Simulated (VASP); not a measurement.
The system is SrCl2.

```
Sr Cl
1.0
     0.00000    3.39943    3.49772
     3.39943    0.00000    3.49772
     3.39943    3.39943    0.00000
Sr Cl
1 2
Direct
  0.00000 0.00000 0.00000
  0.25000 0.25000 0.25000
  0.75000 0.75000 0.75000
```

This cell differs from its parent crystal: biaxial xy strain -2.8%.

Base run:

| Quantity | Value |
| --- | --- |
| Program | VASP 6.6.1 |
| Functional | r2SCAN |
| Potentials or basis | VASP PAW PBE potentials, release 64 (Sr_sv, Cl) |
| Cutoff | 520 eV |
| k mesh | 6 × 6 × 6 |
| Occupations | gaussian, width 0.01 eV |
| Spin | no spin polarisation |

Its results: band gap on the k mesh 5.88 eV; pressure 2.5 GPa.

Q: The run is repeated on the same cell with these changes: functional from r2SCAN to PBE; occupations from gaussian, width 0.01 eV to fermi-dirac, width 0.02 eV. What comes out?

A: Band gap on the k mesh 5.41 eV; pressure 3.2 GPa.

Caveats: the structure was generated, so it needn't be the stable form of SrCl2; the PAW data sets were made with another functional, which shifts forces and pressure a little (at least some runs); the cell stands under pressure (at least some runs).

A k mesh can miss the band edges.
